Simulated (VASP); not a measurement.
# AlN (P6_3/mmc) in VASP: a series of runs, part 2 of 2

VASP 6.6.1. The steps go on from the part before.

### Step 3. Single point, PBEsol

This run uses another cell than the first one, of 10.45 Å³/atom.

The input, INCAR:

```
SYSTEM = AlN
PREC     = Accurate       ! precision mode
ENCUT    = 520            ! plane-wave cutoff, eV
EDIFF    = 1E-6           ! SCF threshold, eV
ISMEAR   = 0              ! smearing method
SIGMA    = 0.05           ! smearing width, eV
LREAL    = .False.        ! projectors in reciprocal space
LASPH    = .True.         ! aspherical terms in the spheres
NELM     = 80             ! most SCF steps
ALGO     = Normal         ! electronic algorithm
ISIF     = 2              ! what is computed and relaxed
LWAVE    = .False.        ! write WAVECAR
LCHARG   = .True.         ! write CHGCAR
GGA      = PS             ! functional
LELF     = .True.         ! ELF
LVHAR    = .True.       
NBANDS   = 16             ! bands
```

The input, KPOINTS:

```
regular mesh
0
Gamma
  9 9 6
  0 0 0
```

The input, POSCAR:

```
AlN
1.0
    3.3807000000      0.0000000000      0.0000000000
   -1.6903500000      2.9277720826      0.0000000000
    0.0000000000      0.0000000000      4.2228000000
Al N
2 2
Direct
    0.3333333333      0.6666666667      0.7500000000
    0.6666666667      0.3333333333      0.2500000000
    0.3333333333      0.6666666667      0.2500000000
    0.6666666667      0.3333333333      0.7500000000
```

Potentials or basis: VASP PAW PBE potentials, release 64 (Al, N).

On the command line:

```sh
cat potpaw_PBE.64/Al/POTCAR potpaw_PBE.64/N/POTCAR > POTCAR
mpirun -np 1 vasp_std > vasp.out
```

OUTCAR:

```text
SYSTEM = AlN
   PREC = Accurate
   ENCUT = 520
   EDIFF = 1E-6
   ISMEAR = 0
   LREAL = .False.
   LASPH = .True.
   NELM = 80
   ISIF = 2
   GGA = PS

 ion  position               nearest neighbor table
   1  0.333  0.667  0.750-   4 1.95   4 1.95   4 1.95   3 2.11   3 2.11   2 2.88   2 2.88   2 2.88
                             2 2.88   2 2.88   2 2.88
   2  0.667  0.333  0.250-   3 1.95   3 1.95   3 1.95   4 2.11   4 2.11   1 2.88   1 2.88   1 2.88
                             1 2.88   1 2.88   1 2.88
   3  0.333  0.667  0.250-   2 1.95   2 1.95   2 1.95   1 2.11   1 2.11
   4  0.667  0.333  0.750-   1 1.95   1 1.95   1 1.95   2 2.11   2 2.11

  LATTYP: Found a hexagonal cell.
 ALAT       =     3.3807000000
 C/A-ratio  =     1.2490904251

  Lattice vectors:

 A1 = (   3.3807000000,   0.0000000000,   0.0000000000)
 A2 = (  -1.6903500000,   2.9277720826,   0.0000000000)
 A3 = (   0.0000000000,   0.0000000000,   4.2228000000)

Analysis of symmetry for initial positions (statically):
=====================================================================
 Subroutine PRICEL returns:
 Original cell was already a primitive cell.

 Routine SETGRP: Setting up the symmetry group for a
 hexagonal supercell.

[... 177 lines left out ...]
 fundamental gap:      2.8608974137
 Fermi energy:         7.5381506674

 k-point     1 :       0.0000    0.0000    0.0000
  band No.  band energies     occupation
      1      -9.0788      2.00000
      2      -5.5850      2.00000
      3       0.7100      2.00000
      4       4.1326      2.00000
      5       4.1326      2.00000
      6       5.8112      2.00000
[... 433 lines left out ...]
      3       1.0259      2.00000
      4       1.8892      2.00000
      5       1.8892      2.00000
      6       4.4788      2.00000
[... 8 lines left out ...]
     15      18.2098      0.00000
     16      19.7668      0.00000

 [... further k-points ...]

------------------------ aborting loop because EDIFF is reached ----------------------------------------

  FORCE on cell =-STRESS in cart. coord.  units (eV):
  Direction    XX          YY          ZZ          XY          YZ          ZX
  --------------------------------------------------------------------------------------
  -------------------------------------------------------------------------------------
  Total       -3.5682859     -3.5682859     -2.8891882      0.0000000      0.0000000      0.0000000
  in kB     -136.7810140   -136.7810140   -110.7495599      0.0000000      0.0000000      0.0000000
  external PRESSURE =    -128.1038627 kB  Pullay stress =       0.0000000 kB

 VOLUME and BASIS-vectors are now :
 -----------------------------------------------------------------------------
  energy-cutoff  :      520.00
  volume of cell :       41.80
      direct lattice vectors                 reciprocal lattice vectors
     3.380700000  0.000000000  0.000000000     0.295796728  0.170778321  0.000000000
    -1.690350000  2.927772083  0.000000000     0.000000000  0.341556642  0.000000000
     0.000000000  0.000000000  4.222800000     0.000000000  0.000000000  0.236809700

 POSITION                                       TOTAL-FORCE (eV/Angst)
 -----------------------------------------------------------------------------------
     -0.00000      1.95185      3.16710        -0.000000      0.000000      0.000000
      1.69035      0.97592      1.05570         0.000000     -0.000000      0.000000
     -0.00000      1.95185      1.05570        -0.000000      0.000000      0.000000
      1.69035      0.97592      3.16710         0.000000     -0.000000      0.000000
 -----------------------------------------------------------------------------------
    total drift:                               -0.000000      0.000000     -0.000000

  FREE ENERGIE OF THE ION-ELECTRON SYSTEM (eV)
  ---------------------------------------------------
  free  energy   TOTEN  =       -30.8314764669 eV

  energy  without entropy=      -30.8314764669  energy(sigma->0) =      -30.83147647
```

OSZICAR:

```text
N       E                     dE             d eps       ncg     rms          rms(c)
DAV:   1     0.414323624664E+02    0.41432E+02   -0.72808E+03  1536   0.898E+02
DAV:   2    -0.313080881800E+02   -0.72740E+02   -0.65695E+02  2320   0.185E+02
DAV:   3    -0.348484723590E+02   -0.35404E+01   -0.35276E+01  1784   0.418E+01
DAV:   4    -0.348709879572E+02   -0.22516E-01   -0.22514E-01  1936   0.376E+00
DAV:   5    -0.348712988634E+02   -0.31091E-03   -0.31089E-03  1808   0.443E-01    0.109E+01
DAV:   6    -0.308979117828E+02    0.39734E+01   -0.81380E+00  1984   0.210E+01    0.380E+00
DAV:   7    -0.308748071785E+02    0.23105E-01   -0.59835E-01  1696   0.530E+00    0.272E+00
DAV:   8    -0.308394347781E+02    0.35372E-01   -0.10536E-01  1624   0.264E+00    0.897E-01
DAV:   9    -0.308311763438E+02    0.82584E-02   -0.18971E-02  1944   0.107E+00    0.283E-01
DAV:  10    -0.308315713377E+02   -0.39499E-03   -0.22286E-03  1752   0.320E-01    0.176E-01
DAV:  11    -0.308314792517E+02    0.92086E-04   -0.12103E-04  1840   0.837E-02    0.453E-02
DAV:  12    -0.308314770969E+02    0.21548E-05   -0.67094E-06  1720   0.203E-02    0.934E-03
DAV:  13    -0.308314764669E+02    0.63002E-06   -0.29094E-06  1856   0.126E-02
   1 F= -.30831476E+02 E0= -.30831476E+02  d E =-.293275E-17
```

It took 53 s on 1 thread of Intel Xeon 8259CL, shared host; peak memory 0.17 GiB.

What came out:

```
Free energy            : -30.8315 eV
Pressure               : -12.8 GPa
Band gap on the k mesh : 2.86 eV
```

Stress tensor (GPa, compression positive):
```
-13.68   0.00   0.00
  0.00 -13.68   0.00
  0.00   0.00 -11.07
```

Caveat: the cell stands under tension; the PAW data sets were made with another functional, which shifts forces and pressure a little.
